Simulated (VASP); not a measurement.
Wanted: the native input for a VASP 6.6.1 run.

```
Task                   : single point
Functional             : r2SCAN
Potentials or basis    : VASP PAW PBE potentials, release 64 (Ca_sv, O)
Cutoff                 : 520 eV
k mesh                 : 10 × 10 × 10
Occupations            : gaussian, width 0.05 eV
Spin                   : no spin polarisation
Dipole correction      : no
Further INCAR settings : ALGO = Normal; EDIFF = 1e-06; NBANDS = 15
```

The system is CaO.

```
CELL_PARAMETERS angstrom
0.12731 2.51428 2.51428
2.51428 0.12731 2.51428
2.51428 2.51428 0.12731
ATOMIC_POSITIONS crystal
Ca 0.00000 0.00000 0.00000
O 0.50000 0.50000 0.50000
```

This cell differs from its parent crystal: ratio of the length along [111] to the lengths across it x 1.08, volume and fractional coordinates fixed.

One way to write it, as run:

POSCAR

```
CaO
1.0
    0.1273052345      2.5142783815      2.5142783815
    2.5142783815      0.1273052345      2.5142783815
    2.5142783815      2.5142783815      0.1273052345
Ca O
1 1
Direct
    0.0000000000      0.0000000000      0.0000000000
    0.5000000000      0.5000000000      0.5000000000
```

INCAR.step1

```
SYSTEM = CaO
PREC = Accurate ; ENCUT = 520
ISMEAR = 0 ; SIGMA = 0.05
LREAL = .False. ; LASPH = .True.
NELM = 100 ; NBANDS = 15
GGA = PE ; ALGO = Normal
EDIFF = 1E-4 ; LWAVE = .True.
LCHARG = .False.
```

INCAR.step2

```
SYSTEM = CaO
PREC = Accurate ; ENCUT = 520
EDIFF = 1E-6 ; ISMEAR = 0
SIGMA = 0.05 ; LREAL = .False.
LASPH = .True. ; NELM = 100
ALGO = Normal ; ISIF = 2
LWAVE = .False. ; LCHARG = .True.
METAGGA = R2SCAN ; LMIXTAU = .True.
LELF = .True. ; LVHAR = .True.
NBANDS = 15 ; ISTART = 1
```

KPOINTS

```
regular mesh
0
Gamma
  10 10 10
  0 0 0
```

Potentials or basis: VASP PAW PBE potentials, release 64 (Ca_sv, O).

The run is started by

```console
$ cat potpaw_PBE.64/Ca_sv/POTCAR potpaw_PBE.64/O/POTCAR > POTCAR
$ cp INCAR.step1 INCAR
$ mpirun -np 1 vasp_std > vasp.out
$ cp INCAR.step2 INCAR
$ mpirun -np 1 vasp_std > vasp.out
```

Results of the run:

```yaml
Pressure: -5.8 GPa
Band_gap_on_the_k_mesh: 4.04 eV (least direct gap 4.41 eV)
```

Caveat: the cell stands under tension; the PAW data sets were made with another functional, which shifts forces and pressure a little.

Wall time 88 s on 1 thread of Intel(R) Xeon(R) 6975P-C (Granite Rapids), on a shared host, peak memory 0.2 GiB.
